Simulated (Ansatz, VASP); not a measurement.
## Two plane-wave programs on BaTiO3

INCAR

```
SYSTEM = BaTiO3
ALGO = Normal
EDIFF = 1E-6
EDIFFG = -0.008
ENCUT = 520
GGA = PS
IBRION = 2
ISIF = 2
ISMEAR = 0
LASPH = .True.
LCHARG = .False.
LREAL = .False.
LWAVE = .False.
NELM = 100
NSW = 60
PREC = Accurate
SIGMA = 0.02
```

KPOINTS

```
k-points
0
Gamma
  8 8 8
  0 0 0
```

POSCAR

```
BaTiO3
1.0
    3.9554885124      0.0000000000      0.0000000000
    0.0000000000      3.9554885124      0.0000000000
    0.0000000000      0.0000000000      3.9833790154
Ba Ti O
1 1 3
Direct
    0.5000000000      0.5000000000      0.5825208321
    0.0000000000      0.0000000000      0.0977311510
    0.0000000000      0.5000000000      0.0634795542
    0.5000000000      0.0000000000      0.0634795542
    0.0000000000      0.0000000000      0.5527858984
```

Input for Ansatz:

```yaml
crystal:
  lattice:
    - [3.9554885124, 0.0, 0.0]
    - [0.0, 3.9554885124, 0.0]
    - [0.0, 0.0, 3.9833790154]
  atoms:
    - { symbol: Ba, position: [0.5, 0.5, 0.5825208321] }
    - { symbol: Ti, position: [0.0, 0.0, 0.097731151] }
    - { symbol: O, position: [0.0, 0.5, 0.0634795542] }
    - { symbol: O, position: [0.5, 0.0, 0.0634795542] }
    - { symbol: O, position: [0.0, 0.0, 0.5527858984] }
basis:
  ecutwfc: 420
kpoints:
  mp_grid: { grid: [8, 8, 8] }
hamiltonian:
  xc: pbesol
scf:
  occupations: { method: gaussian, width: 0.02 }
output:
  forces: true
  stress: true
  eigenvalues: true
relax:
  adjacent_minimum: "off"
  f_tol: 0.008
  max_steps: 40
```

Change from the starting cell: strain along c alone, the other axes held, atoms relaxed: -1.5 %.

Alike in both runs: task relaxation of the atoms; functional PBEsol; k mesh 8 × 8 × 8; occupations gaussian, width 0.02 eV; no spin polarisation.

|  | VASP | Ansatz |
| --- | --- | --- |
| version | VASP 6.6.1 | Ansatz 0.2.0 |
| potentials or method | VASP PAW PBE potentials, release 64 (Ba_sv, Ti_sv, O), cutoff 520 eV | scalar-relativistic, plane waves, PAW |
| valence electrons in the cell | 40 | 40 |

```csv
,VASP,Ansatz,Ansatz less VASP
"gap on the k mesh at the Fermi level, each at its own relaxed structure (eV)",1.78,1.86,+0.077
```

VASP's potentials were made for PBE, not for PBEsol. Ansatz's warnings: stress scf threshold loose.

Neither program's run includes spin-orbit coupling.
